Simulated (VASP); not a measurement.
The system is NaI.

```
CELL_PARAMETERS angstrom
-2.24896 3.14292 2.35646
2.24896 -3.14292 2.35646
2.24896 3.14292 -2.35646
ATOMIC_POSITIONS crystal
Na 0.07469 0.07469 0.00000
I 0.42531 0.92531 0.50000
```

```yaml
Program: VASP 6.6.1
Task: relaxation of cell and atoms
Functional: PBE
Potentials_or_basis: VASP PAW PBE potentials, release 64 (Na_pv, I)
Cutoff: 600 eV
k_mesh: 6 × 6 × 6
Occupations: gaussian, width 0.1 eV
Spin: no spin polarisation
```

At the start: pressure 3.4 GPa; volume 33.31 Å³/atom.

Problem. Where does the relaxation end?

Solution. Over 18 steps the energy falls by 133.9 meV/atom and the volume is 34.60 Å³/atom (+3.9 %); space group Imm2 (No. 44, to 0.1 Å) before, Fm-3m (No. 225, to 0.1 Å).

The path:
```
step  energy change (eV)  largest force (eV/Å)  pressure (GPa)  volume (Å³)
   1              0.0000                0.8658            3.43        66.62
   2             -0.1690                0.3159            0.62        73.68
   3             -0.1865                0.1961           -0.03        76.33
   4             -0.1891                0.1483           -0.29        77.66
   5             -0.1892                0.1375           -0.35        77.98
   6             -0.1936                0.1336           -0.25        77.06
   7             -0.1997                0.1168            0.16        74.33
   8             -0.2042                0.1136            0.12        74.04
   9             -0.2177                0.1059            0.01        73.16
  10             -0.2427                0.0813           -0.09        71.37
  11             -0.2371                0.1165            0.55        67.65
  12             -0.2531                0.0499           -0.01        70.08
  13             -0.2546                0.0015            0.13        69.10
  14             -0.2606                0.0665            0.11        69.29
  15             -0.2607                0.0570            0.11        69.27
  16             -0.2659                0.0368           -0.08        70.08
  17             -0.2669                0.0237           -0.20        70.65
  18             -0.2679                0.0136            0.10        69.20
```

Final structure:
```
CELL_PARAMETERS angstrom
-2.29848 3.24673 2.31826
2.29848 -3.24673 2.31826
2.29848 3.24673 -2.31826
ATOMIC_POSITIONS crystal
Na 0.99806 0.99806 0.00000
I 0.50194 0.00194 0.50000
```
